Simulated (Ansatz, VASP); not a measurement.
## PbS in VASP and in Ansatz

```
Pb S
1.0
     3.65366    0.00000    0.00000
     0.00000    3.65366    0.00000
     0.00000    0.00000    3.65366
Pb S
1 1
Cartesian
  0.0000 0.0000 0.0000
  1.8268 1.8268 1.8268
```

Alike in both runs: task single point; functional r2SCAN; k mesh 7 × 7 × 7; occupations fermi-dirac, width 0.05 eV; no spin polarisation.

|  | VASP | Ansatz |
| --- | --- | --- |
| version | VASP 6.6.1 | Ansatz 0.2.0 |
| potentials or method | VASP PAW PBE potentials, release 64 (Pb_d, S) | Ansatz PAW |
| plane-wave cutoff (eV) | 550 | 500 |
| valence electrons in the cell | 20 | 20 |

```tsv
	VASP	Ansatz	Ansatz less VASP
gap on the k mesh at the Fermi level (eV)	0.33	0.33	-0.004
least direct gap on the mesh (eV)	1.66	1.65	-0.003
pressure (GPa)	-0.7	-0.7	-0.03
```

VASP's potentials were made for PBE, not for r2SCAN.

Neither program's run includes spin-orbit coupling. Noted on Ansatz's run: odd divisions of the mesh miss points on the zone boundary, where band edges often lie, so the gap on the mesh can be too wide.
